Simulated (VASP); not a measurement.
# Sn (Immm) in VASP: further runs

Runs on Sn. Level: LDA. Tasks: single point.

Program: VASP 6.6.1. These are calculated values, not measurements. Logs are shortened: lines on timing, memory, paths and dates and some standing lists are left out, and cuts for length are marked.

## 1. The cell of the first run

Symmetry: Immm, No. 71, orthorhombic system. The conventional cell has a = 3.280 Å, b = 3.374 Å, c = 4.911 Å, α = 90.00°, β = 90.00°, γ = 90.00°. Within 4.3 Å of Sn (site symmetry mmm) lie 12 Sn at 3.28 to 3.40 Å.

## 2. Single point, LDA (strain -0.050 along x and y, +0.050 along z)

File INCAR:

```
SYSTEM = Sn
PREC     = Accurate       ! precision mode
ENCUT    = 520            ! plane-wave cutoff, eV
EDIFF    = 1E-6           ! SCF threshold, eV
ISMEAR   = 0              ! smearing method
SIGMA    = 0.15           ! smearing width, eV
LREAL    = .FALSE.        ! projectors in reciprocal space
LASPH    = .TRUE.         ! aspherical terms in the spheres
NELM     = 60             ! most SCF steps
ALGO     = Fast           ! electronic algorithm
ISIF     = 2              ! what is computed and relaxed
LWAVE    = .FALSE.        ! write WAVECAR
LCHARG   = .FALSE.        ! write CHGCAR
NBANDS   = 13             ! bands
```

File KPOINTS:

```
regular mesh
0
G
  20 20 20
  0 0 0
```

File POSCAR:

```
Sn
1.0
   -1.6402120500      1.6867696500      2.4552591000
    1.6402120500     -1.6867696500      2.4552591000
    1.6402120500      1.6867696500     -2.4552591000
Sn
1
Direct
    0.0000000000      0.0000000000      0.0000000000
```

Potentials or basis: VASP PAW LDA potentials, release 64 (Sn_d).

Run with:

```console
> cat potpaw_LDA.64/Sn_d/POTCAR > POTCAR
> mpirun -np 1 vasp_std > vasp.out
```

OUTCAR:

```text
SYSTEM = Sn
   PREC = Accurate
   ENCUT = 520
   EDIFF = 1E-6
   ISMEAR = 0
   LREAL = .FALSE.
   LASPH = .TRUE.
   NELM = 60
   ISIF = 2

 ion  position               nearest neighbor table
   1  0.000  0.000  0.000-

  LATTYP: Found a body centered orthorhombic cell.
 ALAT       =     3.2804241000
 B/A-ratio  =     1.0283851103
 C/A-ratio  =     1.4969156579

  Lattice vectors:

 A1 = (  -1.6402120500,   1.6867696500,   2.4552591000)
 A2 = (   1.6402120500,  -1.6867696500,   2.4552591000)
 A3 = (   1.6402120500,   1.6867696500,  -2.4552591000)

Analysis of symmetry for initial positions (statically):
=====================================================================
 Subroutine PRICEL returns:
 Original cell was already a primitive cell.

 Routine SETGRP: Setting up the symmetry group for a
 body centered orthorhombic supercell.

 Subroutine GETGRP returns: Found  8 space group operations
 (whereof  8 operations were pure point group operations)
 out of a pool of  8 trial point group operations.

The static configuration has the point symmetry D_2h.

Analysis of symmetry for dynamics (positions and initial velocities):
=====================================================================
 Subroutine PRICEL returns:
 Original cell was already a primitive cell.

 Routine SETGRP: Setting up the symmetry group for a
 body centered orthorhombic supercell.

 Subroutine GETGRP returns: Found  8 space group operations
 (whereof  8 operations were pure point group operations)
 out of a pool of  8 trial point group operations.

The dynamic configuration has the point symmetry D_2h.

 Subroutine INISYM returns: Found  8 space group operations
 (whereof  8 operations are pure point group operations),
 and found     1 'primitive' translations

----------------------------------------------------------------------------------------

                                     Primitive cell

  volume of cell :      27.1715

  direct lattice vectors                    reciprocal lattice vectors
    -1.640212050  1.686769650  2.455259100     0.000000000  0.296424589  0.203644495
     1.640212050 -1.686769650  2.455259100     0.304838634  0.000000000  0.203644495
     1.640212050  1.686769650 -2.455259100     0.304838634  0.296424589  0.000000000

  length of vectors
     3.400556523  3.400556523  3.400556523     0.359636785  0.366602882  0.425198929

  position of ions in fractional coordinates (direct lattice)
     0.000000000  0.000000000  0.000000000

  ion indices of the primitive-cell ions
   primitive index   ion index
                 1           1

----------------------------------------------------------------------------------------

 KPOINTS: regular mesh

Automatic generation of k-mesh.
 Grid dimensions read from file:
 generate k-points for:   20   20   20

 Generating k-lattice:

  Cartesian coordinates                     Fractional coordinates (reciprocal lattice)
     0.000000000  0.014821229  0.010182225     0.050000000  0.000000000  0.000000000
     0.015241932  0.000000000  0.010182225    -0.000000000  0.050000000  0.000000000
     0.015241932  0.014821229  0.000000000    -0.000000000  0.000000000  0.050000000

  Length of vectors
     0.017981839  0.018330144  0.021259946

  Shift w.r.t. Gamma in fractional coordinates (k-lattice)
     0.000000000  0.000000000  0.000000000

 Subroutine IBZKPT returns following result:
 ===========================================

 Found   1166 irreducible k-points:

 Following reciprocal coordinates:
            Coordinates               Weight
  0.000000  0.000000  0.000000      1.000000
  0.050000  0.000000  0.000000      4.000000
  0.100000 -0.000000  0.000000      4.000000
  0.150000  0.000000  0.000000      4.000000
  0.200000 -0.000000  0.000000      4.000000
  0.250000  0.000000  0.000000      4.000000
[... 16 lines left out ...]
 -0.450000  0.050000 -0.000000      8.000000
 -0.400000  0.050000  0.000000      8.000000
 [... further k-points ...]
   k-points           NKPTS =   1166   k-points in BZ     NKDIM =   1166   number of bands    NBANDS=     13
   number of dos      NEDOS =    301   number of ions     NIONS =      1
   total plane-waves  NPLWV =  21952
   dimension x,y,z NGX =    28 NGY =   28 NGZ =   28
   dimension x,y,z NGXF=    56 NGYF=   56 NGZF=   56
   ions per type =               1
   NGX,Y,Z   is equivalent  to a cutoff of  13.69, 13.69, 13.69 a.u.
   NGXF,Y,Z  is equivalent  to a cutoff of  27.38, 27.38, 27.38 a.u.
 SYSTEM =  Sn
   PREC   = accura    normal or accurate (medium, high low for compatibility)
   ISTART =      0    job   : 0-new  1-cont  2-samecut
   ICHARG =      2    charge: 1-file 2-atom 10-const
   ISPIN  =      1    spin polarized calculation?
   LNONCOLLINEAR =      F non collinear calculations
   LSORBIT =      F    spin-orbit coupling
   LASPH  =      T    aspherical Exc in radial PAW
   ENCUT  =  520.0 eV  38.22 Ry    6.18 a.u.   6.32  6.32  6.32*2*pi/ulx,y,z
   NELM   =     60;   NELMIN=  2; NELMDL= -5     # of ELM steps
   EDIFF  = 0.1E-05   stopping-criterion for ELM
   LREAL  =      F    real-space projection
   EDIFFG = 0.1E-04   stopping-criterion for IOM
   NSW    =      0    number of steps for IOM
   IBRION =     -1    ionic relax: 0-MD 1-quasi-New 2-CG
   NFREE  =      0    steps in history (QN), initial steepest desc. (CG)
   ISIF   =      2    stress and relaxation
   ISYM   =      2    0-nonsym 1-usesym 2-fastsym
   POTIM  = 0.5000    time-step for ionic-motion
   TEBEG  =    0.0;   TEEND  =   0.0 temperature during run
   PSTRESS=    0.0 pullay stress
   NELECT =      14.0000    total number of electrons
   NUPDOWN=      -1.0000    fix difference up-down
   EMIN   =  10.00;   EMAX   =-10.00  energy-range for DOS
   EFERMI =   0.00;   METHOD = LEGACY
   ISMEAR =     0;   SIGMA  =   0.15  broadening in eV -4-tet -1-fermi 0-gaus
   EFERMI_NEDOS =   21; number of points for ismear=-14 and -15
   IALGO  =     68    algorithm
   IMIX   =      4    mixing-type and parameters
     AMIX     =   0.40;   BMIX     =  1.00
     AMIX_MAG =   1.60;   BMIX_MAG =  1.00
  volume/ion in A,a.u.               =      27.17       183.36
  Fermi-wavevector in a.u.,A,eV,Ry     =   1.312441  2.480154 23.436056  1.722502
  Thomas-Fermi vector in A             =   2.442833
   LORBIT       =      0    0 simple, 1 ext, 2 COOP (PROOUT), +10 PAW based schemes
   GGA     = CA    functional components
   LHFCALC =     F    Hartree Fock is set to
   AEXX    =    0.0000 exact exchange contribution
   IVDW    =     0    specifies the selected vdW correction
   LEPSILON=     F    determine dielectric tensor
   LRPA    =     F    only Hartree local field effects (RPA)
 non-spin polarized calculation
 RMM-DIIS sequential band-by-band and
 Gauss-broadening in eV      SIGMA  =   0.15
  energy-cutoff  :      520.00
  volume of cell :       27.17
 maximum number of plane-waves:       747
 NGX is ok and might be reduce to    28
   NGX = 13   NGY = 13   NGZ = 13

 number of electron      14.0000000 magnetization

 Free energy of the ion-electron system (eV)
  ---------------------------------------------------
  ext. energy  EPLUGINS =         0.00000000
  ---------------------------------------------------
  free energy    TOTEN  =        -4.43285280 eV

  energy without entropy =       -4.42703141  energy(sigma->0) =       -4.42994210

 E-fermi :   7.8868     XC(G=0): -10.6022

 val. band max:        7.8845032420   @ k =   0.4000  -0.4000   0.1500
 cond. band min:       7.8898079269   @ k =  -0.3500  -0.2500   0.2000
 fundamental gap:      0.0053046849
 Fermi energy:         7.8868304605

 k-point     1 :       0.0000    0.0000    0.0000
  band No.  band energies     occupation
      1     -13.6100      2.00000
      2     -13.5849      2.00000
      3     -13.5684      2.00000
      4     -13.5231      2.00000
      5     -13.4915      2.00000
      6      -3.2879      2.00000
      7      15.1053      0.00000
      8      15.4460      0.00000
      9      15.7877      0.00000
     10      18.6590      0.00000
     11      19.5016      0.00000
     12      19.5991      0.00000
     13      20.2411      0.00000

 k-point     2 :       0.0500    0.0000    0.0000
  band No.  band energies     occupation
      1     -13.6088      2.00000
      2     -13.5841      2.00000
      3     -13.5665      2.00000
      4     -13.5226      2.00000
      5     -13.4917      2.00000
      6      -3.2376      2.00000
      7      14.5833      0.00000
      8      15.2647      0.00000
      9      15.7204      0.00000
     10      18.3312      0.00000
     11      19.7033      0.00000
     12      20.3706      0.00000
     13      20.4198      0.00000

 k-point     3 :       0.1000   -0.0000    0.0000
  band No.  band energies     occupation
      1     -13.6059      2.00000
      2     -13.5821      2.00000
      3     -13.5612      2.00000
      4     -13.5205      2.00000
      5     -13.4921      2.00000
      6      -3.0866      2.00000
      7      13.2660      0.00000
      8      14.9996      0.00000
      9      15.5421      0.00000
     10      18.0824      0.00000
     11      20.0614      0.00000
     12      20.7237      0.00000
     13      21.4862      0.00000
[... 305 lines left out ...]
 k-point    23 :      -0.4500    0.0500   -0.0000
  band No.  band energies     occupation
      1     -13.5994      2.00000
      2     -13.5853      2.00000
      3     -13.5573      2.00000
      4     -13.4424      2.00000
      5     -13.4334      2.00000
      6       0.3631      2.00000
      7       4.0123      2.00000
      8      12.9808      0.00000
      9      13.9066      0.00000
     10      17.3245      0.00000
     11      18.2793      0.00000
     12      19.4987      0.00000
     13      20.1546      0.00000

 k-point    24 :      -0.4000    0.0500    0.0000
  band No.  band energies     occupation
      1     -13.5969      2.00000
      2     -13.5854      2.00000
      3     -13.5546      2.00000
      4     -13.4535      2.00000
      5     -13.4410      2.00000
      6      -0.3355      2.00000
      7       5.0806      2.00000
      8      13.0332      0.00000
      9      14.0717      0.00000
     10      17.4150      0.00000
     11      18.5879      0.00000
     12      19.5367      0.00000
     13      20.3919      0.00000

 [... further k-points ...]

------------------------ aborting loop because EDIFF is reached ----------------------------------------

  FORCE on cell =-STRESS in cart. coord.  units (eV):
  Direction    XX          YY          ZZ          XY          YZ          ZX
  --------------------------------------------------------------------------------------
  -------------------------------------------------------------------------------------
  Total       -0.3635611     -0.5167458     -0.4442072      0.0000000      0.0000000      0.0000000
  in kB      -21.4375389    -30.4701385    -26.1928665      0.0000000      0.0000000      0.0000000
  external PRESSURE =     -26.0335146 kB  Pullay stress =       0.0000000 kB

 VOLUME and BASIS-vectors are now :
 -----------------------------------------------------------------------------
  energy-cutoff  :      520.00
  volume of cell :       27.17
      direct lattice vectors                 reciprocal lattice vectors
    -1.640212050  1.686769650  2.455259100     0.000000000  0.296424589  0.203644495
     1.640212050 -1.686769650  2.455259100     0.304838634  0.000000000  0.203644495
     1.640212050  1.686769650 -2.455259100     0.304838634  0.296424589  0.000000000

 POSITION                                       TOTAL-FORCE (eV/Angst)
 -----------------------------------------------------------------------------------
      0.00000      0.00000      0.00000         0.000000      0.000000     -0.000000
 -----------------------------------------------------------------------------------
    total drift:                               -0.000000      0.000000      0.000000

  FREE ENERGIE OF THE ION-ELECTRON SYSTEM (eV)
  ---------------------------------------------------
  free  energy   TOTEN  =        -4.4328527982 eV

  energy  without entropy=       -4.4270314077  energy(sigma->0) =       -4.42994210
```

Wall time 14 min (1 thread of AMD EPYC 7R13, shared host); peak memory 0.43 GiB.

Results:

| Item | Value |
| --- | --- |
| Free energy | -4.4329 eV |
| Pressure | -2.6 GPa |
| Band gap on the k mesh | zero (band 7 reaches 15.11 eV, above the bottom of band 8 at 5.73 eV) |

Caveat: the cell differs from its parent crystal (strain -0.050 along x and y, +0.050 along z); spin-orbit coupling is left out, which moves the levels of the heavy elements.

## 3. Single point, LDA (strain -0.025 along x and y, +0.000 along z)

File INCAR:

```
ALGO = Fast ; EDIFF = 1E-7
ENCUT = 520 ; GGA = CA
ISIF = 2 ; ISMEAR = 0
LASPH = True ; LCHARG = False
LREAL = False ; LWAVE = False
NBANDS = 13 ; NELM = 80
PREC = Accurate ; SIGMA = 0.15
```

File KPOINTS:

```
k-points
0
Gamma
  20 20 20
```

File POSCAR:

```
Sn
1.0
   -1.6833755250      1.7311583250      2.3383420000
    1.6833755250     -1.7311583250      2.3383420000
    1.6833755250      1.7311583250     -2.3383420000
Sn
1
Direct
    0.0000000000      0.0000000000      0.0000000000
```

Potentials or basis: VASP PAW LDA potentials, release 64 (Sn_d).

Run with:

```console
> cat potpaw_LDA.64/Sn_d/POTCAR > POTCAR
> mpirun -np 1 vasp_std > vasp.out
```

Run time: 11 min. Hardware: 1 thread of AMD EPYC 7R13, shared host; peak memory 0.43 GiB.

It converged, with:

```yaml
Free_energy: -4.4313 eV
Pressure: -2.7 GPa
Band_gap_on_the_k_mesh: zero (band 7 reaches 15.11 eV, above the bottom of band 8 at 5.82 eV)
```

Stress tensor (GPa, compression positive):
```
-2.21  0.00  0.00
 0.00 -2.97  0.00
 0.00  0.00 -2.79
```

Levels at points of the mesh, in eV from the Fermi level:
```tsv
k point	band 4	band 5	band 6	band 7	band 8	band 9	band 10	band 11
(0.00, 0.00, 0.00)	-21.41	-21.39	-11.16	7.25	7.46	7.86	10.74	11.48
(0.50, 0.00, 0.00)	-21.34	-21.32	-7.01	-4.65	5.62	6.02	10.17	10.32
(0.00, 0.50, 0.00)	-21.32	-21.32	-6.74	-4.58	5.16	5.76	9.80	10.06
(0.50, 0.50, 0.00)	-21.31	-21.30	-5.15	-3.72	2.03	2.25	5.60	5.98
(0.50, 0.50, 0.50)	-21.30	-21.30	-4.70	-3.44	1.39	2.06	4.99	5.81
```

Caveat: the cell differs from its parent crystal (strain -0.025 along x and y, +0.000 along z); spin-orbit coupling is left out, which moves the levels of the heavy elements.
